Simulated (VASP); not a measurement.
Pb: single point with PBEsol

Crystal: Pb.

```
CELL_PARAMETERS angstrom
5.59111 0.00000 0.00000
-2.79555 4.84204 0.00000
0.00000 0.00000 3.30429
ATOMIC_POSITIONS crystal
Pb 0.00000 0.00000 0.00000
Pb 0.33333 0.66667 0.50000
Pb 0.66667 0.33333 0.50000
```

| Item | Value |
| --- | --- |
| Program | VASP 6.6.1 |
| Task | single point |
| Functional | PBEsol |
| Potentials or basis | VASP PAW PBE potentials, release 64 (Pb_d) |
| Cutoff | 520 eV |
| k mesh | 6 × 6 × 6 |
| Occupations | gaussian, width 0.1 eV |
| Spin | no spin polarisation |

```json
{
  "Pressure": "0.0 GPa",
  "Band gap on the k mesh": "zero (band 21 reaches 8.54 eV, above the bottom of band 22 at 5.11 eV)"
}
```

Stress tensor (GPa, compression positive):
```
0.01 0.00 0.00
0.00 0.01 0.00
0.00 0.00 0.09
```

Levels at points of the mesh, in eV from the Fermi level:
```csv
k point,band 19,band 20,band 21,band 22,band 23,band 24
"(0.00, 0.00, 0.00)",-2.33,-2.33,-2.22,-2.22,3.38,7.38
"(0.50, 0.00, 0.00)",-4.26,0.40,0.47,2.77,2.99,3.79
"(0.00, 0.00, 0.50)",-2.30,-1.47,-0.54,-0.34,-0.34,0.92
"(0.50, 0.00, 0.50)",-3.76,-2.93,-1.76,-1.18,0.52,3.12
```

It took 80 s on 1 thread of AMD EPYC 7R13, with other jobs on the host, peak memory 0.21 GiB.

Caveat: the PAW data sets were made with another functional, which shifts forces and pressure a little; spin-orbit coupling is left out, which moves the levels of the heavy elements.
